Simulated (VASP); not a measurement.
# LiF (F-43m) in VASP: further runs, part 2 of 2

VASP 6.6.1.

### Step 3. Single point, PBE (volume changed by -3%)

INCAR

```
SYSTEM = LiF
ALGO = Normal ; EDIFF = 1E-7
ENCUT = 520 ; GGA = PE
ISIF = 2 ; ISMEAR = 0
LASPH = .True. ; LCHARG = .True.
LELF = .True. ; LREAL = .False.
LVHAR = .True. ; LWAVE = .False.
NBANDS = 12 ; NELM = 80
PREC = Accurate ; SIGMA = 0.01
```

KPOINTS

```
k-points
0
Gamma
  8 8 8
  0 0 0
```

POSCAR

```
LiF
1.0
    0.0000000000      2.1598620873      2.1598620873
    2.1598620873      0.0000000000      2.1598620873
    2.1598620873      2.1598620873      0.0000000000
Li F
1 1
Direct
    0.0000000000      0.0000000000      0.0000000000
    0.2500000000      0.2500000000      0.2500000000
```

Potentials or basis: VASP PAW PBE potentials, release 64 (Li_sv, F).

Launch:

```bash
$ cat potpaw_PBE.64/Li_sv/POTCAR potpaw_PBE.64/F/POTCAR > POTCAR
$ mpirun -np 1 vasp_std > vasp.out
```

OUTCAR:

```text
SYSTEM = LiF
   EDIFF = 1E-7
   ENCUT = 520
   GGA = PE
   ISIF = 2
   ISMEAR = 0
   LASPH = .True.
   LREAL = .False.
   NELM = 80
   PREC = Accurate

 ion  position               nearest neighbor table
   1  0.000  0.000  0.000-   2 1.87   2 1.87   2 1.87   2 1.87
   2  0.250  0.250  0.250-   1 1.87   1 1.87   1 1.87   1 1.87

  LATTYP: Found a face centered cubic cell.
 ALAT       =     4.3197241746

  Lattice vectors:

 A1 = (   0.0000000000,   2.1598620873,   2.1598620873)
 A2 = (   2.1598620873,   0.0000000000,   2.1598620873)
 A3 = (   2.1598620873,   2.1598620873,   0.0000000000)
[... 538 lines left out ...]
      8      15.8653      0.00000
      9      16.8479      0.00000
     10      20.4317      0.00000
     11      24.5106      0.00000
     12      27.6064      0.00000

 [... further k-points ...]
[... 5 lines left out ...]
  --------------------------------------------------------------------------------------
  -------------------------------------------------------------------------------------
  Total        0.1907087      0.1907087      0.1907087     -0.0000000     -0.0000000      0.0000000
  in kB       15.1625768     15.1625768     15.1625768     -0.0000000     -0.0000000      0.0000000
  external PRESSURE =      15.1625768 kB  Pullay stress =       0.0000000 kB

 VOLUME and BASIS-vectors are now :
 -----------------------------------------------------------------------------
  energy-cutoff  :      520.00
  volume of cell :       20.15
      direct lattice vectors                 reciprocal lattice vectors
     0.000000000  2.159862087  2.159862087    -0.231496262  0.231496262  0.231496262
     2.159862087  0.000000000  2.159862087     0.231496262 -0.231496262  0.231496262
     2.159862087  2.159862087  0.000000000     0.231496262  0.231496262 -0.231496262

 POSITION                                       TOTAL-FORCE (eV/Angst)
 -----------------------------------------------------------------------------------
      0.00000      0.00000      0.00000         0.000000      0.000000      0.000000
      1.07993      1.07993      1.07993        -0.000000     -0.000000     -0.000000
 -----------------------------------------------------------------------------------
    total drift:                               -0.000000     -0.000000      0.000000

  FREE ENERGIE OF THE ION-ELECTRON SYSTEM (eV)
  ---------------------------------------------------
  free  energy   TOTEN  =        -9.6244166027 eV

  energy  without entropy=       -9.6244166027  energy(sigma->0) =       -9.62441660
```

stdout:

```text
POSCAR found type information on POSCAR LiF
 POSCAR found :  2 types and       2 ions
 scaLAPACK will be used
 LDA part: xc-table for (Slater+PW92), standard interpolation
 POSCAR, INCAR and KPOINTS ok, starting setup
 FFT: planning ... GRIDC
 FFT: planning ... GRID_SOFT
 FFT: planning ... GRID
 WAVECAR not read
 entering main loop
```

It took 7.1 s on 1 thread of Intel Xeon 8259CL, shared host; peak memory 0.13 GiB.

What came out:

| Quantity | Value |
| --- | --- |
| Free energy | -9.6244 eV |
| Band gap on the k mesh | 7.80 eV, direct |

Caveat: the cell differs from its parent crystal (volume changed by -3%); the cutoff is under 1.25 times the usual one of these potentials, so pressure, stress and relaxed cells hold a basis-set (Pulay) error.

### Step 4. Single point, PBE

This run uses another cell than the first one, of 10.39 Å³/atom, 1.064 times its volume.

INCAR

```
SYSTEM = LiF
PREC = Accurate
ENCUT = 520
EDIFF = 1E-7
ISMEAR = 0
SIGMA = 0.01
LREAL = .FALSE.
LASPH = .TRUE.
NELM = 80
ALGO = Normal
ISIF = 2
LWAVE = .FALSE.
LCHARG = .TRUE.
GGA = PE
LELF = .TRUE.
LVHAR = .TRUE.
NBANDS = 12
```

KPOINTS

```
regular mesh
0
G
  8 8 8
  0 0 0
```

POSCAR

```
LiF
1.0
    0.0000000000      2.1819030187      2.1819030187
    2.1819030187      0.0000000000      2.1819030187
    2.1819030187      2.1819030187      0.0000000000
Li F
1 1
Direct
    0.0000000000      0.0000000000      0.0000000000
    0.2500000000      0.2500000000      0.2500000000
```

Launch:

```bash
$ cat potpaw_PBE.64/Li_sv/POTCAR potpaw_PBE.64/F/POTCAR > POTCAR
$ mpirun -np 1 vasp_std > vasp.out
```

It took 8.1 s on 1 thread of Intel Xeon 8259CL, shared host; peak memory 0.13 GiB.

Results (log left out):

```yaml
Free_energy: -9.6286 eV
Band_gap_on_the_k_mesh: 7.64 eV, direct
```

Levels at points of the mesh, in eV from the valence-band top:
```tsv
k point	band 1	band 2	band 3	band 4	band 5	band 6	band 7	band 8	band 9	band 10
(0.00, 0.00, 0.00)	-40.49	-19.26	0.00	0.00	0.00	7.64	19.05	19.05	19.05	27.43
(0.50, 0.00, 0.00)	-40.46	-19.09	-1.87	-0.24	-0.24	11.63	14.49	18.70	18.70	25.62
(0.50, 0.50, 0.00)	-40.45	-19.04	-1.32	-0.75	-0.75	10.44	15.59	18.95	18.95	20.93
```

Caveat: the cutoff is under 1.25 times the usual one of these potentials, so pressure, stress and relaxed cells hold a basis-set (Pulay) error. A hybrid or GW would open this gap; PBE tends to underestimate it.

### Step 5. Single point, PBE (volume changed by +3%)

INCAR

```
ALGO     = Normal         # electronic algorithm
EDIFF    = 1E-6           # SCF threshold, eV
ENCUT    = 520            # plane-wave cutoff, eV
GGA      = PE             # functional
ISIF     = 2              # what is computed and relaxed
ISMEAR   = 0              # smearing method
LASPH    = True           # aspherical terms in the spheres
LCHARG   = False          # write CHGCAR
LREAL    = False          # projectors in reciprocal space
LWAVE    = False          # write WAVECAR
NBANDS   = 12             # bands
NELM     = 60             # most SCF steps
PREC     = Accurate       # precision mode
SIGMA    = 0.01           # smearing width, eV
```

KPOINTS

```
k-points
0
Gamma
  8 8 8
```

POSCAR

```
LiF
1.0
    0.0000000000      2.2035074239      2.2035074239
    2.2035074239      0.0000000000      2.2035074239
    2.2035074239      2.2035074239      0.0000000000
Li F
1 1
Direct
    0.0000000000      0.0000000000      0.0000000000
    0.2500000000      0.2500000000      0.2500000000
```

Launch:

```bash
$ cat potpaw_PBE.64/Li_sv/POTCAR potpaw_PBE.64/F/POTCAR > POTCAR
$ mpirun -np 1 vasp_std > vasp.out
```

Run time: 8.1 s. Hardware: 1 thread of Intel Xeon 8259CL, shared host; peak memory 0.13 GiB.

Results (log left out):

| Property | Result |
| --- | --- |
| Free energy | -9.6265 eV |
| Band gap on the k mesh | 7.49 eV, direct |

Levels at points of the mesh, in eV from the valence-band top:
```tsv
k point	band 1	band 2	band 3	band 4	band 5	band 6	band 7	band 8	band 9	band 10
(0.00, 0.00, 0.00)	-40.58	-19.22	0.00	0.00	0.00	7.49	18.79	18.79	18.79	27.02
(0.50, 0.00, 0.00)	-40.55	-19.06	-1.79	-0.23	-0.23	11.45	14.22	18.46	18.46	25.21
(0.50, 0.50, 0.00)	-40.54	-19.01	-1.28	-0.71	-0.71	10.34	15.37	18.63	18.63	20.51
```

Caveat: the cell differs from its parent crystal (volume changed by +3%); the cutoff is under 1.25 times the usual one of these potentials, so pressure, stress and relaxed cells hold a basis-set (Pulay) error. A k mesh can miss the band edges.

### Step 6. Single point, PBE (volume changed by +6%)

INCAR

```
PREC = Accurate
ENCUT = 520
EDIFF = 1E-6
ISMEAR = 0
SIGMA = 0.01
LREAL = F
LASPH = T
NELM = 60
ALGO = Normal
ISIF = 2
LWAVE = F
LCHARG = F
GGA = PE
NBANDS = 12
```

KPOINTS

```
Automatic mesh
0
Gamma
  8 8 8
```

POSCAR

```
LiF
1.0
    0.0000000000      2.2246962952      2.2246962952
    2.2246962952      0.0000000000      2.2246962952
    2.2246962952      2.2246962952      0.0000000000
Li F
1 1
Direct
    0.0000000000      0.0000000000      0.0000000000
    0.2500000000      0.2500000000      0.2500000000
```

Potentials or basis: VASP PAW PBE potentials, release 64 (Li_sv, F).

Launch:

```bash
$ cat potpaw_PBE.64/Li_sv/POTCAR potpaw_PBE.64/F/POTCAR > POTCAR
$ mpirun -np 1 vasp_std > vasp.out
```

Run time: 9 s. Hardware: 1 thread of Intel Xeon 8259CL, shared host; peak memory 0.13 GiB.

It converged, with:

```yaml
Free_energy: -9.6191 eV
Band_gap_on_the_k_mesh: 7.34 eV, direct
```

Levels at points of the mesh, in eV from the valence-band top:
```
           k point  band 1  band 2  band 3  band 4  band 5  band 6  band 7  band 8  band 9  band 10
(0.00, 0.00, 0.00)  -40.67  -19.18    0.00    0.00    0.00    7.34   18.55   18.55   18.55    26.63
(0.50, 0.00, 0.00)  -40.65  -19.02   -1.73   -0.22   -0.22   11.27   13.96   18.22   18.22    24.82
(0.50, 0.50, 0.00)  -40.64  -18.98   -1.23   -0.68   -0.68   10.25   15.16   18.32   18.32    20.12
```

Caveat: the cell differs from its parent crystal (volume changed by +6%); the cutoff is under 1.25 times the usual one of these potentials, so pressure, stress and relaxed cells hold a basis-set (Pulay) error. A k mesh can miss the band edges.

### Step 7. The runs side by side

| cell | gap on the mesh (eV) |
| --- | --- |
| a = 3.023 Å, angles 60.0°, 2 atoms | 7.97 |
| a = 3.055 Å, angles 60.0°, 2 atoms | 7.80 |
| a = 3.086 Å, angles 60.0°, 2 atoms | 7.64 |
| a = 3.116 Å, angles 60.0°, 2 atoms | 7.49 |
| a = 3.146 Å, angles 60.0°, 2 atoms | 7.34 |

Alike in all rows: task single point; level PBE; potentials or basis VASP PAW PBE potentials, release 64 (Li_sv, F); no spin polarisation; k mesh 8 × 8 × 8; cutoff (eV) 520; smearing gaussian 0.01 eV.

Caveats: the cutoff is under 1.25 times the usual one of these potentials, so pressure, stress and relaxed cells hold a basis-set (Pulay) error.

Total energies depend on the potentials used, so only differences within one code and one set of settings carry meaning.
